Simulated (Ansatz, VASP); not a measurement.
# One calculation of Al, two programs

Contents of INCAR:

```
PREC = Accurate
ENCUT = 520
EDIFF = 1E-6
ISMEAR = -1
SIGMA = 0.1
LREAL = F
LASPH = T
NELM = 60
ALGO = Normal
ISIF = 2
LWAVE = F
LCHARG = T
GGA = CA
LELF = T
LVHAR = T
NBANDS = 8
```

Contents of KPOINTS:

```
regular mesh
0
Gamma
  7 7 7
```

The input POSCAR:

```
Al
1.0
    0.0000000000      1.9916090303      1.9916090303
    1.9916090303      0.0000000000      1.9916090303
    1.9916090303      1.9916090303      0.0000000000
Al
1
Direct
    0.0000000000      0.0000000000      0.0000000000
```

Input for Ansatz:

```yaml
crystal:
  lattice:
    - [0.0, 1.9916090303, 1.9916090303]
    - [1.9916090303, 0.0, 1.9916090303]
    - [1.9916090303, 1.9916090303, 0.0]
  atoms:
    - { symbol: Al, position: [0.0, 0.0, 0.0] }
hamiltonian:
  xc: lda
  pseudopotentials:
    kind: paw
    azcp:
      Al: "pseudopotentials/Al.paw.azcp"
basis:
  ecutwfc: 420
  fft_grid_basis: typed
kpoints:
  mp_grid: { grid: [7, 7, 7], shift: [0, 0, 0] }
magnetization:
  spin_polarized: false
scf:
  occupations: { method: fermi_dirac, width: 0.1 }
  lower_state_search: "off"
output:
  stress: true
```

Alike in both runs: task single point; functional LDA; k mesh 7 × 7 × 7; occupations fermi-dirac, width 0.1 eV; no spin polarisation.

```csv
,VASP,Ansatz
version,VASP 6.6.1,Ansatz 0.2.0
potentials or method,"VASP PAW LDA potentials, release 64 (Al), cutoff 520 eV","plane waves (420 eV) with PAW, scalar-relativistic"
valence electrons in the cell,3,3
```

|  | VASP | Ansatz | Ansatz less VASP |
| --- | --- | --- | --- |
| pressure (GPa) | -0.2 | -0.3 | -0.07 |

Ansatz warns that its potentials were made for another functional, while VASP's fit it. LDA's correlation is that of Perdew and Zunger in VASP and of Perdew and Wang (1992) in Ansatz.

The k mesh is coarse, so the values compare programs but aren't converged.
